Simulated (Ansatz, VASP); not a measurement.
ZnO: VASP beside Ansatz

File INCAR:

```
SYSTEM = ZnO
PREC = Accurate
ENCUT = 520
EDIFF = 1E-8
ISMEAR = -1
SIGMA = 0.02
LREAL = .FALSE.
LASPH = .TRUE.
NELM = 60
ALGO = Normal
ISIF = 2
LWAVE = .FALSE.
LCHARG = .FALSE.
LEFG = .TRUE.
NBANDS = 26
```

The input KPOINTS:

```
Automatic mesh
0
G
  11 11 6
  0 0 0
```

File POSCAR:

```
ZnO
1.0
    3.3468806856      0.0000000000      0.0000000000
   -1.6734403428      2.8984836972      0.0000000000
    0.0000000000      0.0000000000      5.2038000000
Zn O
2 2
Direct
    0.3333333333      0.6666666667      0.0000000000
    0.6666666667      0.3333333333      0.5000000000
    0.3333333333      0.6666666667      0.3821000000
    0.6666666667      0.3333333333      0.8821000000
```

Input for Ansatz:

```yaml
crystal:
  lattice:
    - [3.3468806856, 0.0, 0.0]
    - [-1.6734403428, 2.8984836972, 0.0]
    - [0.0, 0.0, 5.2038]
  atoms:
    - { symbol: Zn, position: [0.3333333333, 0.6666666667, 0.0] }
    - { symbol: Zn, position: [0.6666666667, 0.3333333333, 0.5] }
    - { symbol: O, position: [0.3333333333, 0.6666666667, 0.3821] }
    - { symbol: O, position: [0.6666666667, 0.3333333333, 0.8821] }
kpoints:
  mp_grid: { grid: [11, 11, 6] }
scf:
  occupations: { method: fermi_dirac, width: 0.02 }
hamiltonian:
  xc: lda
  pseudopotentials: { kind: paw }
output:
  forces: true
  stress: true
  eigenvalues: true
  efg: { contact_densities: true }
```

Change from the starting cell: equal xx and yy strain of +3 %, PAW files.

Alike in both runs: task electric field gradients; functional LDA; k mesh 11 × 11 × 6; occupations fermi-dirac, width 0.02 eV; no spin polarisation.

|  | VASP | Ansatz |
| --- | --- | --- |
| version | VASP 6.6.1 | Ansatz 0.2.0 |
| potentials or method | VASP PAW LDA potentials, release 64 (Zn, O) | PAW with Ansatz's default frozen-core files, scalar-relativistic |
| plane-wave cutoff (eV) | 520 | 420 |
| valence electrons in the cell | 36 | 36 |

|  | VASP | Ansatz | Ansatz less VASP |
| --- | --- | --- | --- |
| pressure (GPa) | -12.8 | -13.6 | -0.80 |
| traceless stress, the component that is largest in VASP (GPa) | 3.98 | 3.85 | -0.129 |
| rms of the force components (eV/Å) | 0.072 | 0.062 | -0.0095 |
| size of Vzz on the site where it differs most (V/Å²) | 6.0 | 5.3 | -0.77 |

LDA's correlation is that of Perdew and Zunger in VASP and of Perdew and Wang (1992) in Ansatz. Atom by atom the forces differ by 0.009 eV/Å (rms over components).
